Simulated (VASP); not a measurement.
A run of VASP 6.6.1 is set up as follows.

Contents of POSCAR:

```
MgS
1.0
    0.0667560700      2.5184650300      2.7068920500
    3.0521833800      0.1936562600      2.5799918600
    3.3922924900      2.7316739500     -0.1464528500
Mg S
1 1
Direct
    0.9960441600      0.0048933100      0.0057007100
    0.7539558400      0.7451066900      0.7442992900
```

The input INCAR.step1:

```
SYSTEM = MgS
  PREC = Accurate
  ENCUT = 520
  EDIFF = 1E-5
  ISMEAR = -1
  SIGMA = 0.05
  LREAL = .False.
  LASPH = .True.
  NELM = 60
  ALGO = Normal
  ISIF = 2
  LWAVE = .True.
  NBANDS = 11
  GGA = PE
```

File INCAR.step2:

```
SYSTEM = MgS
  PREC = Accurate
  ENCUT = 520
  EDIFF = 1E-6
  ISMEAR = -1
  SIGMA = 0.05
  LREAL = .False.
  LASPH = .True.
  NELM = 60
  ALGO = Normal
  ISIF = 2
  LWAVE = .False.
  LCHARG = .True.
  GGA = PE
  LHFCALC = .True.
  AEXX = 0.25
  HFSCREEN = 0.2
  PRECFOCK = Normal
  LELF = .True.
  LVHAR = .True.
  NBANDS = 11
  ISTART = 1
```

KPOINTS

```
regular mesh
0
Gamma
  5 5 4
  0 0 0
```

Potentials or basis: VASP PAW PBE potentials, release 64 (Mg, S).

Run with:

```console
$ cat potpaw_PBE.64/Mg/POTCAR potpaw_PBE.64/S/POTCAR > POTCAR
$ cp INCAR.step1 INCAR
$ mpirun -np 1 vasp_std > vasp.out
$ cp INCAR.step2 INCAR
$ mpirun -np 1 vasp_std > vasp.out
```

Estimate the pressure.

3.5 GPa.

Predict the largest force.

1.765 eV/Å.

Forces on the atoms (eV/Å):
```
Mg  -0.992  0.851 -1.186
S    0.992 -0.851  1.186
```

Caveat: the k points lie up to 0.42 Å⁻¹ apart; the PAW data sets were made with another functional, which shifts forces and pressure a little.
